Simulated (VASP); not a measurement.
# TiAl (P-6m2) in VASP: further runs, part 2 of 4

VASP 6.6.1. The steps go on from the part before.

## (3) Single point, PBEsol-based global hybrid with 25 % exact exchange

This run uses another cell than the first one, of 16.18 Å³/atom.

Contents of POSCAR:

```
TiAl
1.0
    2.8504035762      0.0000000000      0.0000000000
   -1.4252017881      2.4685219081      0.0000000000
    0.0000000000      0.0000000000      4.5980638565
Ti Al
1 1
Direct
    0.0000000000      0.0000000000      0.0000000000
    0.3333333333      0.6666666667      0.5000000000
```

Contents of INCAR.step1:

```
ALGO = Normal
EDIFF = 1E-5
ENCUT = 520
GGA = PE
ISIF = 2
ISMEAR = -1
LASPH = True
LCHARG = False
LREAL = False
LWAVE = True
NBANDS = 14
NELM = 100
PREC = Accurate
SIGMA = 0.05
```

Contents of INCAR.step2:

```
AEXX = 0.25
ALGO = Normal
EDIFF = 1E-6
ENCUT = 520
GGA = PS
ISIF = 2
ISMEAR = -1
ISTART = 1
LASPH = True
LCHARG = False
LHFCALC = True
LREAL = False
LWAVE = False
NBANDS = 14
NELM = 100
PREC = Accurate
PRECFOCK = Normal
SIGMA = 0.05
```

Contents of KPOINTS:

```
k-points
0
Gamma
  6 6 3
```

Potentials or basis: VASP PAW PBE potentials, release 64 (Ti_sv, Al).

Started as:

```bash
cat potpaw_PBE.64/Ti_sv/POTCAR potpaw_PBE.64/Al/POTCAR > POTCAR
cp INCAR.step1 INCAR
mpirun -np 1 vasp_std > vasp.out
cp INCAR.step2 INCAR
mpirun -np 1 vasp_std > vasp.out
```

OUTCAR:

```text
AEXX = 0.25
   EDIFF = 1E-6
   ENCUT = 520
   GGA = PS
   ISIF = 2
   ISMEAR = -1
   ISTART = 1
   LASPH = True
   LHFCALC = True
   LREAL = False
   NELM = 100
   PREC = Accurate
   PRECFOCK = Normal

 ion  position               nearest neighbor table
   1  0.000  0.000  0.000-   2 2.83   2 2.83   2 2.83   2 2.83   2 2.83   2 2.83
   2  0.333  0.667  0.500-   1 2.83   1 2.83   1 2.83   1 2.83   1 2.83   1 2.83

  LATTYP: Found a hexagonal cell.
 ALAT       =     2.8504035762
 C/A-ratio  =     1.6131273111

  Lattice vectors:

 A1 = (   2.8504035762,   0.0000000000,   0.0000000000)
 A2 = (  -1.4252017881,   2.4685219081,   0.0000000000)
 A3 = (   0.0000000000,   0.0000000000,   4.5980638565)

Analysis of symmetry for initial positions (statically):
=====================================================================
 Subroutine PRICEL returns:
 Original cell was already a primitive cell.

 Routine SETGRP: Setting up the symmetry group for a
 hexagonal supercell.

 Subroutine GETGRP returns: Found 12 space group operations
 (whereof 12 operations were pure point group operations)
 out of a pool of 24 trial point group operations.

The static configuration has the point symmetry D_3h.

Analysis of symmetry for dynamics (positions and initial velocities):
=====================================================================
 Subroutine PRICEL returns:
 Original cell was already a primitive cell.

 Routine SETGRP: Setting up the symmetry group for a
 hexagonal supercell.

 Subroutine GETGRP returns: Found 12 space group operations
 (whereof 12 operations were pure point group operations)
 out of a pool of 24 trial point group operations.

The dynamic configuration has the point symmetry D_3h.

 Subroutine INISYM returns: Found 12 space group operations
 (whereof 12 operations are pure point group operations),
 and found     1 'primitive' translations

[... 117 lines left out ...]
   HFSCREENC=   0.0000 screening length for correlation (either q_TF or 0.3 A-1)
   ENCUTFOCK=  -1.0 apply spherical cutoff to Coloumb kernel
   IVDW    =     0    specifies the selected vdW correction
   LEPSILON=     F    determine dielectric tensor
   LRPA    =     F    only Hartree local field effects (RPA)
 non-spin polarized calculation
  energy-cutoff  :      520.00
  volume of cell :       32.35
 maximum number of plane-waves:       885
 NGX is ok and might be reduce to    24
  NGX = 16; NGY = 16; NGZ = 28

 number of electron      15.0000005 magnetization

 Free energy of the ion-electron system (eV)
  ---------------------------------------------------
  ext. energy  EPLUGINS =         0.00000000
  ---------------------------------------------------
  free energy    TOTEN  =       -16.02824002 eV

  energy without entropy =      -16.02568506  energy(sigma->0) =      -16.02696254

 E-fermi :   7.9029     XC(G=0):  -8.7855

 val. band max:        7.8223070334   @ k =   0.1667   0.1667   0.0000
 cond. band min:       8.3593425888   @ k =   0.3333   0.0000   0.3333
 fundamental gap:      0.5370355554
 Fermi energy:         7.9029311038

 k-point     1 :       0.0000    0.0000    0.0000
  band No.  band energies     occupation
      1     -53.6228      2.00000
      2     -28.3865      2.00000
      3     -27.9002      2.00000
      4     -27.9002      2.00000
      5      -2.8244      2.00000
      6       4.6400      2.00000
      7       5.3233      2.00000
      8      10.3433      0.00000
      9      10.3433      0.00000
     10      12.1565      0.00000
     11      12.1565      0.00000
     12      13.2543      0.00000
     13      22.5319      0.00000
     14      22.5319      0.00000
[... 207 lines left out ...]
      1     -53.4979      2.00000
      2     -28.3708      2.00000
      3     -28.3612      2.00000
      4     -28.2448      2.00000
      5       5.4208      2.00000
      6       5.4393      2.00000
      7       6.2035      2.00000
      8       6.6991      2.00000
      9       7.5374      1.99866
     10      10.9929      0.00000
     11      12.1074      0.00000
     12      13.1271      0.00000
     13      15.8143      0.00000
     14      16.2053      0.00000

------------------------ aborting loop because EDIFF is reached ----------------------------------------

  FORCE on cell =-STRESS in cart. coord.  units (eV):
  Direction    XX          YY          ZZ          XY          YZ          ZX
  --------------------------------------------------------------------------------------
  -------------------------------------------------------------------------------------
  Total       -0.0772370     -0.0772370     -0.0608786      0.0000000      0.0000000      0.0000000
  in kB       -3.8248779     -3.8248779     -3.0147893      0.0000000      0.0000000      0.0000000
  external PRESSURE =      -3.5548484 kB  Pullay stress =       0.0000000 kB

 VOLUME and BASIS-vectors are now :
 -----------------------------------------------------------------------------
  energy-cutoff  :      520.00
  volume of cell :       32.35
      direct lattice vectors                 reciprocal lattice vectors
     2.850403576  0.000000000  0.000000000     0.350827514  0.202550360  0.000000000
    -1.425201788  2.468521908  0.000000000     0.000000000  0.405100719  0.000000000
     0.000000000  0.000000000  4.598063856     0.000000000  0.000000000  0.217482843

 POSITION                                       TOTAL-FORCE (eV/Angst)
 -----------------------------------------------------------------------------------
      0.00000      0.00000      0.00000         0.000000      0.000000      0.000000
     -0.00000      1.64568      2.29903        -0.000000      0.000000      0.000000
 -----------------------------------------------------------------------------------
    total drift:                                0.000000      0.000000      0.000000

  FREE ENERGIE OF THE ION-ELECTRON SYSTEM (eV)
  ---------------------------------------------------
  free  energy   TOTEN  =       -16.0282400231 eV

  energy  without entropy=      -16.0256850621  energy(sigma->0) =      -16.02696254
```

OUTCAR.step1:

```text
EDIFF = 1E-5
   ENCUT = 520
   GGA = PE
   ISIF = 2
   ISMEAR = -1
[... 447 lines left out ...]
 -----------------------------------------------------------------------------------
      0.00000      0.00000      0.00000         0.000000      0.000000      0.000000
     -0.00000      1.64568      2.29903        -0.000000     -0.000000      0.000000
 -----------------------------------------------------------------------------------
    total drift:                                0.000000     -0.000000      0.000000

  FREE ENERGIE OF THE ION-ELECTRON SYSTEM (eV)
  ---------------------------------------------------
  free  energy   TOTEN  =       -12.0739847086 eV

  energy  without entropy=      -12.0437279421  energy(sigma->0) =      -12.05885633
```

OSZICAR.step1:

```text
N       E                     dE             d eps       ncg     rms          rms(c)
DAV:   1     0.100093684133E+03    0.10009E+03   -0.70986E+03   392   0.107E+03
DAV:   2    -0.759571331035E+01   -0.10769E+03   -0.10383E+03   416   0.295E+02
DAV:   3    -0.134456256363E+02   -0.58499E+01   -0.57153E+01   556   0.661E+01
DAV:   4    -0.135840728987E+02   -0.13845E+00   -0.13833E+00   454   0.956E+00
DAV:   5    -0.135893624628E+02   -0.52896E-02   -0.52893E-02   578   0.173E+00    0.939E+00
DAV:   6    -0.123352947792E+02    0.12541E+01   -0.51884E+00   460   0.295E+01    0.363E+00
DAV:   7    -0.120993874601E+02    0.23591E+00   -0.69893E-01   446   0.943E+00    0.206E+00
DAV:   8    -0.120801671061E+02    0.19220E-01   -0.16520E-01   458   0.479E+00    0.907E-01
DAV:   9    -0.120760244593E+02    0.41426E-02   -0.46117E-02   460   0.294E+00    0.322E-01
DAV:  10    -0.120742303950E+02    0.17941E-02   -0.88675E-03   456   0.963E-01    0.945E-02
DAV:  11    -0.120740391319E+02    0.19126E-03   -0.10418E-03   458   0.253E-01    0.763E-02
DAV:  12    -0.120739885386E+02    0.50593E-04   -0.11568E-04   490   0.120E-01    0.243E-02
DAV:  13    -0.120739847086E+02    0.38300E-05   -0.13907E-05   378   0.337E-02
   1 F= -.12073985E+02 E0= -.12058856E+02  d E =-.302568E-01
```

Run time: 8.4 min. Hardware: 1 thread of Intel Xeon Platinum 8259CL at 2.50GHz (Skylake/Cascade Lake), shared host; peak memory 0.17 GiB.

What came out:

```yaml
Free_energy: -16.0282 eV
Pressure: -0.4 GPa
Band_gap_on_the_k_mesh: zero (an odd number of electrons rules out a gap without spin polarisation)
```

Stress tensor (GPa, compression positive):
```
-0.38  0.00  0.00
 0.00 -0.38  0.00
 0.00  0.00 -0.30
```

Caveat: the k points lie up to 0.46 Å⁻¹ apart, too coarse for converged energies and pressures of a metal; the PAW data sets were made with another functional, which shifts forces and pressure a little.

## (4) Single point, PBEsol-based screened hybrid with 25 % exact exchange

This run uses another cell than the first one, of 16.22 Å³/atom.

Contents of POSCAR:

```
TiAl
1.0
    2.8548706501      0.0000000000      0.0000000000
   -1.4274353250      2.4723905075      0.0000000000
    0.0000000000      0.0000000000      4.5969432990
Ti Al
1 1
Direct
    0.0000000000      0.0000000000      0.0000000000
    0.3333333333      0.6666666667      0.5000000000
```

Contents of INCAR.step1:

```
PREC = Accurate
ENCUT = 520
EDIFF = 1E-5
ISMEAR = -1
SIGMA = 0.05
LREAL = F
LASPH = T
NELM = 60
ALGO = Normal
ISIF = 2
LWAVE = T
LCHARG = F
NBANDS = 14
GGA = PE
```

Contents of INCAR.step2:

```
PREC = Accurate
ENCUT = 520
EDIFF = 1E-6
ISMEAR = -1
SIGMA = 0.05
LREAL = F
LASPH = T
NELM = 60
ALGO = Normal
ISIF = 2
LWAVE = F
LCHARG = F
GGA = PS
LHFCALC = T
AEXX = 0.25
HFSCREEN = 0.207
PRECFOCK = Normal
NBANDS = 14
ISTART = 1
```

Contents of KPOINTS:

```
regular mesh
0
Gamma
  6 6 3
```

Started as:

```bash
cat potpaw_PBE.64/Ti_sv/POTCAR potpaw_PBE.64/Al/POTCAR > POTCAR
cp INCAR.step1 INCAR
mpirun -np 1 vasp_std > vasp.out
cp INCAR.step2 INCAR
mpirun -np 1 vasp_std > vasp.out
```

It took 9.3 min on 1 thread of Intel Xeon Platinum 8259CL at 2.50GHz (Skylake/Cascade Lake), shared host; peak memory 0.27 GiB.

The run converged. Its results:

| Property | Result |
| --- | --- |
| Free energy | -14.6966 eV |
| Pressure | -0.2 GPa |
| Band gap on the k mesh | zero (an odd number of electrons rules out a gap without spin polarisation) |

Levels at points of the mesh, in eV from the Fermi level:
```
           k point  band 4  band 5  band 6  band 7  band 8  band 9  band 10  band 11
(0.00, 0.00, 0.00)  -35.51  -10.34   -2.94   -2.24    1.93    1.93     3.73     3.73
(0.50, 0.00, 0.00)  -35.65   -4.38   -3.35   -1.80   -1.29    2.95     4.78     4.89
```

Caveat: the k points lie up to 0.46 Å⁻¹ apart, too coarse for converged energies and pressures of a metal; the PAW data sets were made with another functional, which shifts forces and pressure a little.

(Part 2 of 4 ends here.)
